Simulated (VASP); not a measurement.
# ZnS (zincblende type) (F-43m) in VASP: a series of runs

ZnS (zincblende type) is run at these levels: LDA; tasks: single point.

Program: VASP 6.6.1. These are calculated values, not measurements. Logs are shortened: lines on timing, memory, paths and dates and some standing lists are left out, and cuts for length are marked.

### Step 1. The cell of the first run

It takes space group F-43m (No. 216, cubic). The conventional cell has a = 4.340 Å, b = 4.340 Å, c = 4.340 Å, α = 90.00°, β = 90.00°, γ = 90.00°. Within 2.5 Å of Zn (site symmetry -43m) lie 4 S at 1.88 Å. S (site symmetry -43m) has 4 Zn at 1.88 Å within 2.5 Å.

### Step 2. Single point, LDA (10.22 Å³/atom)

INCAR reads:

```
ALGO = Normal ; EDIFF = 1E-6
ENCUT = 500 ; GGA = CA
GGA_COMPAT = False ; ISIF = 2
ISMEAR = -1 ; LASPH = True
LCHARG = True ; LELF = True
LREAL = False ; LVHAR = True
LWAVE = False ; NBANDS = 16
NELM = 120 ; PREC = Accurate
SIGMA = 0.05
```

KPOINTS reads:

```
k-points
0
Gamma
  12 12 12
```

POSCAR reads:

```
ZnS
1.0
    0.0000000000      2.1698891222      2.1698891222
    2.1698891222      0.0000000000      2.1698891222
    2.1698891222      2.1698891222      0.0000000000
Zn S
1 1
Direct
    0.0000000000      0.0000000000      0.0000000000
    0.2500000000      0.2500000000      0.2500000000
```

Potentials or basis: VASP PAW LDA potentials, release 64 (Zn, S).

Started as:

```
$ cat potpaw_LDA.64/Zn/POTCAR potpaw_LDA.64/S/POTCAR > POTCAR
$ mpirun -np 1 vasp_std > vasp.out
```

OUTCAR:

```text
EDIFF = 1E-6
   ENCUT = 500
   GGA = CA
   ISIF = 2
   ISMEAR = -1
   LASPH = True
   LREAL = False
   NELM = 120
   PREC = Accurate

 ion  position               nearest neighbor table
   1  0.000  0.000  0.000-   2 1.88   2 1.88   2 1.88   2 1.88
   2  0.250  0.250  0.250-   1 1.88   1 1.88   1 1.88   1 1.88

  LATTYP: Found a face centered cubic cell.
 ALAT       =     4.3397782444

  Lattice vectors:

 A1 = (   0.0000000000,   2.1698891222,   2.1698891222)
 A2 = (   2.1698891222,   0.0000000000,   2.1698891222)
 A3 = (   2.1698891222,   2.1698891222,   0.0000000000)

Analysis of symmetry for initial positions (statically):
=====================================================================
 Subroutine PRICEL returns:
 Original cell was already a primitive cell.

 Routine SETGRP: Setting up the symmetry group for a
 face centered cubic supercell.

 Subroutine GETGRP returns: Found 24 space group operations
 (whereof 24 operations were pure point group operations)
 out of a pool of 48 trial point group operations.

The static configuration has the point symmetry T_d .

Analysis of symmetry for dynamics (positions and initial velocities):
=====================================================================
 Subroutine PRICEL returns:
 Original cell was already a primitive cell.

 Routine SETGRP: Setting up the symmetry group for a
 face centered cubic supercell.

 Subroutine GETGRP returns: Found 24 space group operations
 (whereof 24 operations were pure point group operations)
 out of a pool of 48 trial point group operations.

The dynamic configuration has the point symmetry T_d .

 Subroutine INISYM returns: Found 24 space group operations
 (whereof 24 operations are pure point group operations),
 and found     1 'primitive' translations

----------------------------------------------------------------------------------------

                                     Primitive cell

  volume of cell :      20.4335

  direct lattice vectors                    reciprocal lattice vectors
     0.000000000  2.169889122  2.169889122    -0.230426520  0.230426520  0.230426520
     2.169889122  0.000000000  2.169889122     0.230426520 -0.230426520  0.230426520
     2.169889122  2.169889122  0.000000000     0.230426520  0.230426520 -0.230426520

  length of vectors
     3.068686625  3.068686625  3.068686625     0.399110441  0.399110441  0.399110441

  position of ions in fractional coordinates (direct lattice)
     0.000000000  0.000000000  0.000000000
     0.250000000  0.250000000  0.250000000

  ion indices of the primitive-cell ions
   primitive index   ion index
                 1           1
                 2           2

----------------------------------------------------------------------------------------

 KPOINTS: k-points

Automatic generation of k-mesh.
 Grid dimensions read from file:
 generate k-points for:   12   12   12

 Generating k-lattice:

  Cartesian coordinates                     Fractional coordinates (reciprocal lattice)
    -0.019202210  0.019202210  0.019202210     0.083333333  0.000000000  0.000000000
     0.019202210 -0.019202210  0.019202210     0.000000000  0.083333333  0.000000000
     0.019202210  0.019202210 -0.019202210     0.000000000  0.000000000  0.083333333

  Length of vectors
     0.033259203  0.033259203  0.033259203

  Shift w.r.t. Gamma in fractional coordinates (k-lattice)
     0.000000000  0.000000000  0.000000000

 Subroutine IBZKPT returns following result:
 ===========================================

 Found     72 irreducible k-points:

 Following reciprocal coordinates:
            Coordinates               Weight
  0.000000  0.000000  0.000000      1.000000
  0.083333  0.000000  0.000000      8.000000
  0.166667  0.000000  0.000000      8.000000
  0.250000  0.000000  0.000000      8.000000
  0.333333  0.000000  0.000000      8.000000
  0.416667  0.000000  0.000000      8.000000
[... 16 lines left out ...]
  0.500000  0.166667  0.000000     24.000000
 -0.416667  0.166667  0.000000     24.000000
 [... further k-points ...]
   k-points           NKPTS =     72   k-points in BZ     NKDIM =     72   number of bands    NBANDS=     16
   number of dos      NEDOS =    301   number of ions     NIONS =      2
   total plane-waves  NPLWV =  13824
   dimension x,y,z NGX =    24 NGY =   24 NGZ =   24
   dimension x,y,z NGXF=    48 NGYF=   48 NGZF=   48
   ions per type =               1   1
   NGX,Y,Z   is equivalent  to a cutoff of  13.00, 13.00, 13.00 a.u.
   NGXF,Y,Z  is equivalent  to a cutoff of  26.00, 26.00, 26.00 a.u.
 SYSTEM =  unknown system
   PREC   = accura    normal or accurate (medium, high low for compatibility)
   ISTART =      0    job   : 0-new  1-cont  2-samecut
   ICHARG =      2    charge: 1-file 2-atom 10-const
   ISPIN  =      1    spin polarized calculation?
   LNONCOLLINEAR =      F non collinear calculations
   LSORBIT =      F    spin-orbit coupling
   LASPH  =      T    aspherical Exc in radial PAW
   ENCUT  =  500.0 eV  36.75 Ry    6.06 a.u.   5.59  5.59  5.59*2*pi/ulx,y,z
   NELM   =    120;   NELMIN=  2; NELMDL= -5     # of ELM steps
   EDIFF  = 0.1E-05   stopping-criterion for ELM
   LREAL  =      F    real-space projection
   EDIFFG = 0.1E-04   stopping-criterion for IOM
   NSW    =      0    number of steps for IOM
   IBRION =     -1    ionic relax: 0-MD 1-quasi-New 2-CG
   NFREE  =      0    steps in history (QN), initial steepest desc. (CG)
   ISIF   =      2    stress and relaxation
   ISYM   =      2    0-nonsym 1-usesym 2-fastsym
   POTIM  = 0.5000    time-step for ionic-motion
   TEBEG  =    0.0;   TEEND  =   0.0 temperature during run
   PSTRESS=    0.0 pullay stress
   NELECT =      18.0000    total number of electrons
   NUPDOWN=      -1.0000    fix difference up-down
   EMIN   =  10.00;   EMAX   =-10.00  energy-range for DOS
   EFERMI =   0.00;   METHOD = LEGACY
   ISMEAR =    -1;   SIGMA  =   0.05  broadening in eV -4-tet -1-fermi 0-gaus
   EFERMI_NEDOS =   21; number of points for ismear=-14 and -15
   IALGO  =     38    algorithm
   IMIX   =      4    mixing-type and parameters
     AMIX     =   0.40;   BMIX     =  1.00
     AMIX_MAG =   1.60;   BMIX_MAG =  1.00
  volume/ion in A,a.u.               =      10.22        68.95
  Fermi-wavevector in a.u.,A,eV,Ry     =   1.569344  2.965630 33.508976  2.462840
  Thomas-Fermi vector in A             =   2.671240
   LORBIT       =      0    0 simple, 1 ext, 2 COOP (PROOUT), +10 PAW based schemes
   GGA     = CA    functional components
   LHFCALC =     F    Hartree Fock is set to
   AEXX    =    0.0000 exact exchange contribution
   IVDW    =     0    specifies the selected vdW correction
   LEPSILON=     F    determine dielectric tensor
   LRPA    =     F    only Hartree local field effects (RPA)
 non-spin polarized calculation
  energy-cutoff  :      500.00
  volume of cell :       20.43
 maximum number of plane-waves:       533
 NGX is ok and might be reduce to    24
   NGX = 11   NGY = 11   NGZ = 11

 number of electron      18.0000012 magnetization

 Free energy of the ion-electron system (eV)
  ---------------------------------------------------
  ext. energy  EPLUGINS =         0.00000000
  ---------------------------------------------------
  free energy    TOTEN  =        -2.22103466 eV

  energy without entropy =       -2.22103458  energy(sigma->0) =       -2.22103462

 E-fermi :  11.7016     XC(G=0): -13.3984

 val. band max:       11.1509525487   @ k =   0.0000   0.0000   0.0000
 cond. band min:      12.2627135783   @ k =   0.5000   0.5000   0.0000
 fundamental gap:      1.1117610296
 Fermi energy:        11.7016114474

 k-point     1 :       0.0000    0.0000    0.0000
  band No.  band energies     occupation
      1      -9.1314      2.00000
      2      -0.7751      2.00000
      3      -0.7751      2.00000
      4      -0.7751      2.00000
      5       0.6903      2.00000
      6       0.6903      2.00000
[... 8 lines left out ...]
     15      23.1907      0.00000
     16      25.9749      0.00000

 k-point     2 :       0.0833    0.0000    0.0000
  band No.  band energies     occupation
      1      -9.0000      2.00000
      2      -0.8052      2.00000
      3      -0.7456      2.00000
      4      -0.7456      2.00000
      5       0.6836      2.00000
      6       0.6836      2.00000
[... 8 lines left out ...]
     15      22.5790      0.00000
     16      25.7405      0.00000

 k-point     3 :       0.1667    0.0000    0.0000
  band No.  band energies     occupation
      1      -8.6182      2.00000
      2      -0.8804      2.00000
      3      -0.6696      2.00000
      4      -0.6696      2.00000
      5       0.6740      2.00000
      6       0.6740      2.00000
[... 8 lines left out ...]
     15      21.8200      0.00000
     16      25.2636      0.00000

 k-point     4 :       0.2500    0.0000    0.0000
  band No.  band energies     occupation
      1      -8.0291      2.00000
      2      -0.9597      2.00000
      3      -0.5808      2.00000
      4      -0.5808      2.00000
      5       0.6865      2.00000
      6       0.6865      2.00000
[... 8 lines left out ...]
     15      21.9619      0.00000
     16      25.1354      0.00000
[... 324 lines left out ...]
 k-point    22 :       0.4167    0.1667    0.0000
  band No.  band energies     occupation
      1      -6.7493      2.00000
      2      -1.0528      2.00000
      3      -0.3906      2.00000
      4      -0.3242      2.00000
      5       0.6963      2.00000
      6       0.8768      2.00000
[... 8 lines left out ...]
     15      25.6018      0.00000
     16      28.4462      0.00000

 k-point    23 :       0.5000    0.1667    0.0000
  band No.  band energies     occupation
      1      -6.2711      2.00000
      2      -0.8754      2.00000
      3      -0.3515      2.00000
      4      -0.3018      2.00000
      5       0.8546      2.00000
      6       0.9274      2.00000
[... 8 lines left out ...]
     15      25.8747      0.00000
     16      29.3583      0.00000

 k-point    24 :      -0.4167    0.1667    0.0000
  band No.  band energies     occupation
      1      -6.1998      2.00000
      2      -0.7242      2.00000
      3      -0.4013      2.00000
      4      -0.3069      2.00000
      5       0.7701      2.00000
      6       0.9596      2.00000
[... 8 lines left out ...]
     15      25.0354      0.00000
     16      28.4609      0.00000

 [... further k-points ...]

------------------------ aborting loop because EDIFF is reached ----------------------------------------

  FORCE on cell =-STRESS in cart. coord.  units (eV):
  Direction    XX          YY          ZZ          XY          YZ          ZX
  --------------------------------------------------------------------------------------
  -------------------------------------------------------------------------------------
  Total       24.9703674     24.9703674     24.9703674      0.0000000      0.0000000      0.0000000
  in kB     1957.9107526   1957.9107526   1957.9107526      0.0000000      0.0000000      0.0000000
  external PRESSURE =    1957.9107526 kB  Pullay stress =       0.0000000 kB

 VOLUME and BASIS-vectors are now :
 -----------------------------------------------------------------------------
  energy-cutoff  :      500.00
  volume of cell :       20.43
      direct lattice vectors                 reciprocal lattice vectors
     0.000000000  2.169889122  2.169889122    -0.230426520  0.230426520  0.230426520
     2.169889122  0.000000000  2.169889122     0.230426520 -0.230426520  0.230426520
     2.169889122  2.169889122  0.000000000     0.230426520  0.230426520 -0.230426520

 POSITION                                       TOTAL-FORCE (eV/Angst)
 -----------------------------------------------------------------------------------
      0.00000      0.00000      0.00000        -0.000000      0.000000      0.000000
      1.08494      1.08494      1.08494         0.000000     -0.000000     -0.000000
 -----------------------------------------------------------------------------------
    total drift:                                0.000005      0.000005      0.000004

  FREE ENERGIE OF THE ION-ELECTRON SYSTEM (eV)
  ---------------------------------------------------
  free  energy   TOTEN  =        -2.2210346595 eV

  energy  without entropy=       -2.2210345804  energy(sigma->0) =       -2.22103462
```

Wall time 57 s (1 thread of Intel Xeon 8259CL, shared host); peak memory 0.11 GiB.

Results:

```
Free energy            : -2.2210 eV
Pressure               : 195.8 GPa
Band gap on the k mesh : 1.11 eV (least direct gap 4.68 eV)
```

Caveat: the cell stands under pressure. A k mesh can miss the band edges.

### Step 3. Single point, LDA (10.22 Å³/atom)

INCAR reads:

```
SYSTEM = ZnS
ALGO = Normal
EDIFF = 1E-6
ENCUT = 500
GGA = CA
GGA_COMPAT = .False.
ISIF = 2
ISMEAR = -1
LASPH = .True.
LCHARG = .False.
LREAL = .False.
LWAVE = .False.
NBANDS = 16
NELM = 120
PREC = Accurate
SIGMA = 0.05
```

KPOINTS reads:

```
k-points
0
Gamma
  12 12 12
  0 0 0
```

POSCAR is that of step 2.

Potentials or basis: VASP PAW LDA potentials, release 64 (Zn, S).

Started as:

```
$ cat potpaw_LDA.64/Zn/POTCAR potpaw_LDA.64/S/POTCAR > POTCAR
$ mpirun -np 1 vasp_std > vasp.out
```

OUTCAR:

```text
SYSTEM = ZnS
   EDIFF = 1E-6
   ENCUT = 500
   GGA = CA
   ISIF = 2
   ISMEAR = -1
   LASPH = .True.
   LREAL = .False.
   NELM = 120
   PREC = Accurate

 ion  position               nearest neighbor table
   1  0.000  0.000  0.000-   2 1.88   2 1.88   2 1.88   2 1.88
   2  0.250  0.250  0.250-   1 1.88   1 1.88   1 1.88   1 1.88

  LATTYP: Found a face centered cubic cell.
 ALAT       =     4.3397782444

  Lattice vectors:

 A1 = (   0.0000000000,   2.1698891222,   2.1698891222)
 A2 = (   2.1698891222,   0.0000000000,   2.1698891222)
 A3 = (   2.1698891222,   2.1698891222,   0.0000000000)

Analysis of symmetry for initial positions (statically):
=====================================================================
 Subroutine PRICEL returns:
 Original cell was already a primitive cell.

 Routine SETGRP: Setting up the symmetry group for a
 face centered cubic supercell.

 Subroutine GETGRP returns: Found 24 space group operations
 (whereof 24 operations were pure point group operations)
 out of a pool of 48 trial point group operations.

The static configuration has the point symmetry T_d .

Analysis of symmetry for dynamics (positions and initial velocities):
[... 160 lines left out ...]

 val. band max:       11.1509525487   @ k =   0.0000   0.0000   0.0000
 cond. band min:      12.2627135783   @ k =   0.5000   0.5000   0.0000
 fundamental gap:      1.1117610296
 Fermi energy:        11.7016114474

 k-point     1 :       0.0000    0.0000    0.0000
  band No.  band energies     occupation
      1      -9.1314      2.00000
      2      -0.7751      2.00000
      3      -0.7751      2.00000
      4      -0.7751      2.00000
      5       0.6903      2.00000
      6       0.6903      2.00000
[... 433 lines left out ...]
      3      -0.4013      2.00000
      4      -0.3069      2.00000
      5       0.7701      2.00000
      6       0.9596      2.00000
[... 8 lines left out ...]
     15      25.0354      0.00000
     16      28.4609      0.00000

 [... further k-points ...]

------------------------ aborting loop because EDIFF is reached ----------------------------------------

  FORCE on cell =-STRESS in cart. coord.  units (eV):
  Direction    XX          YY          ZZ          XY          YZ          ZX
  --------------------------------------------------------------------------------------
  -------------------------------------------------------------------------------------
  Total       24.9703674     24.9703674     24.9703674      0.0000000      0.0000000      0.0000000
  in kB     1957.9107526   1957.9107526   1957.9107526      0.0000000      0.0000000      0.0000000
  external PRESSURE =    1957.9107526 kB  Pullay stress =       0.0000000 kB

 VOLUME and BASIS-vectors are now :
 -----------------------------------------------------------------------------
  energy-cutoff  :      500.00
  volume of cell :       20.43
      direct lattice vectors                 reciprocal lattice vectors
     0.000000000  2.169889122  2.169889122    -0.230426520  0.230426520  0.230426520
     2.169889122  0.000000000  2.169889122     0.230426520 -0.230426520  0.230426520
     2.169889122  2.169889122  0.000000000     0.230426520  0.230426520 -0.230426520

 POSITION                                       TOTAL-FORCE (eV/Angst)
 -----------------------------------------------------------------------------------
      0.00000      0.00000      0.00000        -0.000000      0.000000      0.000000
      1.08494      1.08494      1.08494         0.000000     -0.000000     -0.000000
 -----------------------------------------------------------------------------------
    total drift:                                0.000005      0.000005      0.000004

  FREE ENERGIE OF THE ION-ELECTRON SYSTEM (eV)
  ---------------------------------------------------
  free  energy   TOTEN  =        -2.2210346595 eV

  energy  without entropy=       -2.2210345804  energy(sigma->0) =       -2.22103462
```

Run time: 56 s. Hardware: 1 thread of Intel Xeon 8259CL, shared host; peak memory 0.11 GiB.

What came out:

- Free energy: -2.2210 eV
- Pressure: 195.8 GPa
- Band gap on the k mesh: 1.11 eV (least direct gap 4.68 eV)

Levels at points of the mesh, in eV from the valence-band top:
```csv
k point,band 7,band 8,band 9,band 10,band 11,band 12
"(0.00, 0.00, 0.00)",0.00,0.00,0.00,4.68,4.68,4.68
"(0.50, 0.00, 0.00)",-9.61,-2.38,-2.38,3.83,5.37,5.37
"(0.50, 0.50, 0.00)",-8.47,-5.85,-5.85,1.11,2.15,13.94
```

Caveat: the cell stands under pressure.
